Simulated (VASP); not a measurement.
# MoPt2 (Immm) in VASP: a series of runs, part 2 of 2

VASP 6.6.1. Earlier steps stand in the parts before.

### Step 3. Electric field gradients, LDA (shortest bond scaled by 0.82)

INCAR

```
SYSTEM = MoPt2
PREC     = Accurate       ! precision mode
ENCUT    = 520            ! plane-wave cutoff, eV
EDIFF    = 1E-8           ! SCF threshold, eV
ISMEAR   = -1             ! smearing method
SIGMA    = 0.05           ! smearing width, eV
LREAL    = .False.        ! projectors in reciprocal space
LASPH    = .True.         ! aspherical terms in the spheres
NELM     = 80             ! most SCF steps
ALGO     = Normal         ! electronic algorithm
ISIF     = 2              ! what is computed and relaxed
LWAVE    = .False.        ! write WAVECAR
LCHARG   = .False.        ! write CHGCAR
LEFG     = .True.       
NBANDS   = 24             ! bands
```

KPOINTS

```
regular mesh
0
Gamma
  13 13 13
  0 0 0
```

POSCAR

```
MoPt2
1.0
   -1.3740000000      1.9575000000      4.1190000000
    1.3740000000     -1.9575000000      4.1190000000
    1.3740000000      1.9575000000     -4.1190000000
Mo Pt
1 2
Direct
    0.0000000000      0.0000000000      0.0000000000
    0.6205400000      0.6205400000      0.0000000000
    0.3794600000      0.3794600000      0.0000000000
```

Potentials or basis: VASP PAW LDA potentials, release 64 (Mo_sv, Pt).

Command:

```console
cat potpaw_LDA.64/Mo_sv/POTCAR potpaw_LDA.64/Pt/POTCAR > POTCAR
mpirun -np 1 vasp_std > vasp.out
```

OUTCAR:

```text
SYSTEM = MoPt2
   PREC = Accurate
   ENCUT = 520
   EDIFF = 1E-8
   ISMEAR = -1
   LREAL = .False.
   LASPH = .True.
   NELM = 80
   ISIF = 2

 ion  position               nearest neighbor table
   1  0.000  0.000  0.000-   2 2.59   2 2.59   2 2.59   3 2.59   2 2.59   3 2.59   3 2.59   3 2.59
                             2 3.13   3 3.13
   2  0.621  0.621  0.000-   3 1.99   1 2.59   1 2.59   1 2.59   1 2.59   1 3.13   3 3.20   3 3.20
                             3 3.20   3 3.20   3 3.39   3 3.39
   3  0.379  0.379  0.000-   2 1.99   1 2.59   1 2.59   1 2.59   1 2.59   1 3.13   2 3.20   2 3.20
                             2 3.20   2 3.20   2 3.39   2 3.39

  LATTYP: Found a body centered orthorhombic cell.
 ALAT       =     2.7480000000
 B/A-ratio  =     1.4246724891
 C/A-ratio  =     2.9978165939

  Lattice vectors:

 A1 = (  -1.3740000000,   1.9575000000,   4.1190000000)
 A2 = (   1.3740000000,  -1.9575000000,   4.1190000000)
 A3 = (   1.3740000000,   1.9575000000,  -4.1190000000)

[... 849 lines left out ...]
     1.374000000  1.957500000 -4.119000000     0.363901019  0.255427842  0.000000000

 POSITION                                       TOTAL-FORCE (eV/Angst)
 -----------------------------------------------------------------------------------
      0.00000      0.00000      0.00000         0.000000     -0.000000     -0.000000
      0.00000      0.00000      5.11201         0.000000     -0.000000     26.054946
      0.00000      0.00000      3.12599        -0.000000      0.000000    -26.054946
 -----------------------------------------------------------------------------------
    total drift:                                0.000000      0.000000      0.000000

  FREE ENERGIE OF THE ION-ELECTRON SYSTEM (eV)
  ---------------------------------------------------
  free  energy   TOTEN  =       -21.9581080914 eV

  energy  without entropy=      -21.9390187630  energy(sigma->0) =      -21.94856343

 Electric field gradients (V/A^2)
---------------------------------------------------------------------
 ion       V_xx      V_yy      V_zz      V_xy      V_xz      V_yz
---------------------------------------------------------------------
   1      18.667   -82.932    64.265    -0.001    -0.000    -0.000
   2      30.082   148.540  -178.622    -0.000    -0.000     0.000
   3      30.082   148.540  -178.622    -0.000    -0.000     0.000
---------------------------------------------------------------------

 Electric field gradients after diagonalization (V/A^2)
 (convention: |V_zz| > |V_xx| > |V_yy|)
----------------------------------------------------------------------
 ion       V_xx      V_yy      V_zz     asymmetry (V_yy - V_xx)/ V_zz
----------------------------------------------------------------------
   1      64.265    18.667   -82.932       0.550
   2     148.540    30.082  -178.622       0.663
   3     148.540    30.082  -178.622       0.663
----------------------------------------------------------------------

           NMR quadrupolar parameters

 Cq : quadrupolar parameter    Cq=e*Q*V_zz/h
 eta: asymmetry parameters     (V_yy - V_xx)/ V_zz
 Q  : nuclear electric quadrupole moment in mb (millibarn)
----------------------------------------------------------------------
 ion       Cq(MHz)       eta       Q (mb)
----------------------------------------------------------------------
   1      -0.201       0.550       1.000
   2      -0.432       0.663       1.000
   3      -0.432       0.663       1.000
----------------------------------------------------------------------
```

OSZICAR:

```text
N       E                     dE             d eps       ncg     rms          rms(c)
DAV:   1     0.264649450555E+03    0.26465E+03   -0.18214E+04 16464   0.142E+03
DAV:   2    -0.176019284629E+02   -0.28225E+03   -0.26982E+03 19024   0.377E+02
DAV:   3    -0.235516319938E+02   -0.59497E+01   -0.58825E+01 18792   0.572E+01
DAV:   4    -0.235871199641E+02   -0.35488E-01   -0.35482E-01 18688   0.451E+00
DAV:   5    -0.235875405434E+02   -0.42058E-03   -0.42058E-03 19400   0.508E-01    0.379E+01
DAV:   6    -0.223915391454E+02    0.11960E+01   -0.27079E+00 17824   0.125E+01    0.220E+01
DAV:   7    -0.230407656018E+02   -0.64923E+00   -0.50016E+00 17032   0.173E+01    0.859E+00
DAV:   8    -0.219899914211E+02    0.10508E+01   -0.35265E+00 17072   0.151E+01    0.366E+00
DAV:   9    -0.219583256328E+02    0.31666E-01   -0.11519E-01 16816   0.274E+00    0.572E-01
DAV:  10    -0.219581445254E+02    0.18111E-03   -0.18389E-03 19752   0.356E-01    0.172E-01
DAV:  11    -0.219581105448E+02    0.33981E-04   -0.16654E-04 18312   0.986E-02    0.552E-02
DAV:  12    -0.219581081688E+02    0.23759E-05   -0.13227E-05 18800   0.298E-02    0.722E-03
DAV:  13    -0.219581081155E+02    0.53306E-07   -0.50584E-07 19112   0.514E-03    0.238E-03
DAV:  14    -0.219581080956E+02    0.19928E-07   -0.48488E-08 18040   0.197E-03    0.112E-03
DAV:  15    -0.219581080914E+02    0.42305E-08   -0.63799E-09 10016   0.600E-04
   1 F= -.21958108E+02 E0= -.21948563E+02  d E =-.190893E-01
```

Wall time 3 min (1 thread of Intel Xeon 6975P-C (Granite Rapids), shared host); peak memory 0.44 GiB.

What came out:

```
Free energy                             : -21.9581 eV
Pressure                                : 68.2 GPa
Largest force                           : 26.055 eV/Å
Band gap on the k mesh                  : zero (bands 17 and 18 overlap by 1.47 eV)
Largest electric field gradient by atom : Mo -82.9; Pt -178.6 V/Å²
```

Forces on the atoms (eV/Å):
```
Mo    0.000   0.000   0.000
Pt    0.000   0.000  26.055
Pt    0.000   0.000 -26.055
```

Electric field gradients, principal values (V/Å²):
| atom | least | middle | greatest (by size) |
| --- | --- | --- | --- |
| 1 Mo | 18.667 | 64.265 | -82.932 |
| 2 Pt | 30.082 | 148.540 | -178.622 |
| 3 Pt | 30.082 | 148.540 | -178.622 |

Caveat: the cell differs from its parent crystal (shortest bond scaled by 0.82); the stress differs along the axes, from 15 to 161 GPa; without QUAD_EFG the Cq values of the log hold for a quadrupole moment of 1 mb, not for the nuclei; spin-orbit coupling is left out, which moves the levels of the heavy elements; forces of over 1 eV/Å act on the atoms, so gaps and moduli don't describe the material at rest.

### Step 4. Electric field gradients, LDA (shortest bond scaled by 0.76)

INCAR

```
  PREC = Accurate
  ENCUT = 520
  EDIFF = 1E-8
  ISMEAR = -1
  SIGMA = 0.05
  LREAL = False
  LASPH = True
  NELM = 60
  ALGO = Normal
  ISIF = 2
  LWAVE = False
  LCHARG = False
  GGA = CA
  LEFG = True
  NBANDS = 24
```

KPOINTS

```
Automatic mesh
0
Gamma
  13 13 13
```

POSCAR

```
MoPt2
1.0
   -1.3740000000      1.9575000000      4.1190000000
    1.3740000000     -1.9575000000      4.1190000000
    1.3740000000      1.9575000000     -4.1190000000
Mo Pt
1 2
Direct
    0.0000000000      0.0000000000      0.0000000000
    0.6117200000      0.6117200000      0.0000000000
    0.3882800000      0.3882800000      0.0000000000
```

Potentials or basis: VASP PAW LDA potentials, release 64 (Mo_sv, Pt).

Command:

```console
cat potpaw_LDA.64/Mo_sv/POTCAR potpaw_LDA.64/Pt/POTCAR > POTCAR
mpirun -np 1 vasp_std > vasp.out
```

OUTCAR:

```text
PREC = Accurate
   ENCUT = 520
   EDIFF = 1E-8
   ISMEAR = -1
   LREAL = False
   LASPH = True
   NELM = 60
   ISIF = 2
   GGA = CA

 ion  position               nearest neighbor table
   1  0.000  0.000  0.000-   2 2.56   2 2.56   2 2.56   3 2.56   2 2.56   3 2.56   3 2.56   3 2.56
                             2 3.20   3 3.20
   2  0.612  0.612  0.000-   3 1.84   1 2.56   1 2.56   1 2.56   1 2.56   1 3.20   3 3.30   3 3.30
                             3 3.30   3 3.30   3 3.31   3 3.31
   3  0.388  0.388  0.000-   2 1.84   1 2.56   1 2.56   1 2.56   1 2.56   1 3.20   2 3.30   2 3.30
                             2 3.30   2 3.30   2 3.31   2 3.31

[... 878 lines left out ...]
 ion       V_xx      V_yy      V_zz      V_xy      V_xz      V_yz
---------------------------------------------------------------------
   1      20.479   -84.400    63.922    -0.001    -0.000    -0.000
   2     -11.956     9.071     2.885    -0.000    -0.000    -0.000
   3     -11.956     9.071     2.885    -0.000    -0.000    -0.000
---------------------------------------------------------------------

 Electric field gradients after diagonalization (V/A^2)
 (convention: |V_zz| > |V_xx| > |V_yy|)
----------------------------------------------------------------------
 ion       V_xx      V_yy      V_zz     asymmetry (V_yy - V_xx)/ V_zz
----------------------------------------------------------------------
   1      63.922    20.479   -84.400       0.515
   2       9.071     2.885   -11.956       0.517
   3       9.071     2.885   -11.956       0.517
----------------------------------------------------------------------

           NMR quadrupolar parameters

 Cq : quadrupolar parameter    Cq=e*Q*V_zz/h
 eta: asymmetry parameters     (V_yy - V_xx)/ V_zz
 Q  : nuclear electric quadrupole moment in mb (millibarn)
----------------------------------------------------------------------
 ion       Cq(MHz)       eta       Q (mb)
----------------------------------------------------------------------
   1      -0.204       0.515       1.000
   2      -0.029       0.517       1.000
   3      -0.029       0.517       1.000
----------------------------------------------------------------------
```

Run time: 8 min. Hardware: 1 thread of Intel Xeon Platinum 8488C (Sapphire Rapids), shared host; peak memory 0.45 GiB.

Results:

```
Free energy                             : -17.1926 eV
Pressure                                : 104.9 GPa
Largest force                           : 40.207 eV/Å
Band gap on the k mesh                  : zero (bands 17 and 18 overlap by 1.01 eV)
Largest electric field gradient by atom : Mo -84.4; Pt -12.0 V/Å²
```

Forces in eV/Å, atoms in the order of the input:
```
Mo    0.000   0.000   0.000
Pt    0.000   0.000  40.207
Pt    0.000   0.000 -40.207
```

Stress tensor (GPa, compression positive):
```
 23.95   0.00   0.00
  0.00  48.96   0.00
  0.00   0.00 241.80
```

Electric field gradients, principal values (V/Å²):
| atom | least | middle | greatest (by size) |
| --- | --- | --- | --- |
| 1 Mo | 20.479 | 63.922 | -84.400 |
| 2 Pt | 2.885 | 9.071 | -11.956 |
| 3 Pt | 2.885 | 9.071 | -11.956 |

Caveat: the cell differs from its parent crystal (shortest bond scaled by 0.76); atoms lie so close that the PAW spheres overlap strongly, which falsifies energies and pressures; the stress differs along the axes, from 24 to 242 GPa; without QUAD_EFG the Cq values of the log hold for a quadrupole moment of 1 mb, not for the nuclei; spin-orbit coupling is left out, which moves the levels of the heavy elements; forces of over 1 eV/Å act on the atoms, so gaps and moduli don't describe the material at rest.

### Step 5. Summary

```csv
cell,gap on the mesh (eV),pressure (GPa),largest force (eV/Å)
"as given, shortest bond scaled by 1.1",none,-2.1,0.36
"as given, shortest bond scaled by 0.82",none,68.2,26.05
"as given, shortest bond scaled by 0.76",none,104.9,40.21
```

Some of these runs hold the atoms at other places in the same cell, which the table doesn't show; runs alike in all that it shows share one row.

Alike in all rows: task electric field gradients; level LDA; potentials or basis VASP PAW LDA potentials, release 64 (Mo_sv, Pt); no spin polarisation; k mesh 13 × 13 × 13; cutoff (eV) 520; smearing fermi-dirac 0.05 eV.

Caveats: spin-orbit coupling is left out, which moves the levels of the heavy elements; forces of over 1 eV/Å act on the atoms, so gaps and moduli don't describe the material at rest (at least some runs); the stress differs along the axes, from 15 to 161 GPa (at least some runs); atoms lie so close that the PAW spheres overlap strongly, which falsifies energies and pressures (at least some runs); the stress differs along the axes, from 24 to 242 GPa (at least some runs).

Total energies depend on the potentials used, so only differences within one code and one set of settings carry meaning.
